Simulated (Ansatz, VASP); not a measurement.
## Co in VASP and in Ansatz

File POSCAR:

```
Co
1.0
    2.3388797136      0.0000000000      0.0000000000
    0.0000000000      2.3388797136      0.0000000000
    0.0000000000      0.0000000000      2.3388797136
Co
1
Direct
    0.0000000000      0.0000000000      0.0000000000
```

Contents of INCAR.step1:

```
SYSTEM = Co
PREC = Accurate ; ENCUT = 520
ISMEAR = -1 ; SIGMA = 0.1
LREAL = .FALSE. ; LASPH = .TRUE.
NELM = 60 ; NBANDS = 10
GGA = PE ; ALGO = Normal
EDIFF = 1E-4 ; LWAVE = .TRUE.
LCHARG = .FALSE.
```

INCAR.step2

```
SYSTEM = Co
PREC = Accurate ; ENCUT = 520
EDIFF = 1E-6 ; ISMEAR = -1
SIGMA = 0.1 ; LREAL = .FALSE.
LASPH = .TRUE. ; NELM = 60
ALGO = Normal ; ISIF = 2
LWAVE = .FALSE. ; LCHARG = .TRUE.
METAGGA = R2SCAN ; LMIXTAU = .TRUE.
LELF = .TRUE. ; LVHAR = .TRUE.
NBANDS = 10 ; ISTART = 1
```

The input KPOINTS:

```
regular mesh
0
G
  16 16 16
  0 0 0
```

Input for Ansatz:

```yaml
crystal:
  lattice:
    - [2.3388797136, 0.0, 0.0]
    - [0.0, 2.3388797136, 0.0]
    - [0.0, 0.0, 2.3388797136]
  atoms:
    - { symbol: Co, position: [0.0, 0.0, 0.0] }
hamiltonian:
  xc: r2scan
  pseudopotentials:
    kind: paw
    azcp:
      Co: "pseudopotentials/Co.paw.azcp"
basis:
  ecutwfc: 500
  fft_grid_basis: typed
kpoints:
  mp_grid: { grid: [16, 16, 16], shift: [0, 0, 0] }
magnetization:
  spin_polarized: false
scf:
  occupations: { method: fermi_dirac, width: 0.1 }
  lower_state_search: "off"
output:
  stress: true
```

Alike in both runs: task single point; functional r2SCAN; k mesh 16 × 16 × 16; occupations fermi-dirac, width 0.1 eV; no spin polarisation.

```csv
,VASP,Ansatz
version,VASP 6.6.1,Ansatz 0.2.0
potentials or method,"VASP PAW PBE potentials, release 64 (Co), cutoff 520 eV","plane waves (500 eV) with PAW, scalar-relativistic"
valence electrons in the cell,9,17
```

Ansatz gave:

```
pressure (GPa) : -17.7
```

**Question.** Estimate VASP's values.

**Answer.** Pressure (GPa): -17.5.

VASP's potentials were made for PBE, not for r2SCAN. VASP's potentials hold 9 valence electrons a cell and Ansatz's 17, so a difference there can come from the potentials and not from the codes.
